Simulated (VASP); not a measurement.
Write the native input for VASP 6.6.1 that does the following.

```yaml
Task: single point
Functional: HSE06
Potentials_or_basis: VASP PAW PBE potentials, release 64 (Ti_sv, S)
Cutoff: 400 eV
k_mesh: 6 × 6 × 4
Occupations: fermi-dirac, width 0.02 eV
Spin: no spin polarisation
Dipole_correction: no
Grid_for_exact_exchange_PRECFOCK: Normal
Further_INCAR_settings: ALGO = Normal; EDIFF = 1e-06; NBANDS = 19
Share_of_exact_exchange: 0.25
Screening_parameter: 0.2079 1/Å
```

The system is TiS2.

```
Ti S
1.0
     3.35944    0.00000    0.00000
    -1.67972    2.90936    0.00000
     0.00000    0.00000    5.65264
Ti S
1 2
Direct
  0.00000 0.00000 0.00000
  0.33333 0.66667 0.25152
  0.66667 0.33333 0.74848
```

This cell differs from its parent crystal: strain -1.5%.

These files were run (other wordings do the same):

POSCAR

```
TiS2
1.0
    3.3594425170      0.0000000000      0.0000000000
   -1.6797212585      2.9093625623      0.0000000000
    0.0000000000      0.0000000000      5.6526394244
Ti S
1 2
Direct
    0.0000000000      0.0000000000      0.0000000000
    0.3333333333      0.6666666667      0.2515206298
    0.6666666667      0.3333333333      0.7484793702
```

INCAR.step1

```
PREC = Accurate
ENCUT = 400
EDIFF = 1E-5
ISMEAR = -1
SIGMA = 0.02
LREAL = F
LASPH = T
NELM = 120
ALGO = Normal
ISIF = 2
LWAVE = T
LCHARG = F
NBANDS = 19
GGA = PE
GGA_COMPAT = F
```

INCAR.step2

```
PREC = Accurate
ENCUT = 400
EDIFF = 1E-6
ISMEAR = -1
SIGMA = 0.02
LREAL = F
LASPH = T
NELM = 120
ALGO = Normal
ISIF = 2
LWAVE = F
LCHARG = F
GGA = PE
LHFCALC = T
HFSCREEN = 0.2079
PRECFOCK = Normal
NBANDS = 19
ISTART = 1
GGA_COMPAT = F
```

KPOINTS

```
regular mesh
0
Gamma
  6 6 4
```

Potentials or basis: VASP PAW PBE potentials, release 64 (Ti_sv, S).

The run is started by

```console
$ cat potpaw_PBE.64/Ti_sv/POTCAR potpaw_PBE.64/S/POTCAR > POTCAR
$ cp INCAR.step1 INCAR
$ mpirun -np 1 vasp_std > vasp.out
$ cp INCAR.step2 INCAR
$ mpirun -np 1 vasp_std > vasp.out
```

Results of the run:

The pressure is 2.1 GPa. The largest force is 0.244 eV/Å and the band gap on the k mesh is 0.36 eV (least direct gap 1.06 eV).

Caveat: the cell differs from its parent crystal (strain -1.5%); the PAW data sets were made with another functional, which shifts forces and pressure a little.

Run time: 29 min on 1 thread of Intel(R) Xeon(R) 6975P-C (Granite Rapids) (shared host), peak memory 0.27 GiB.
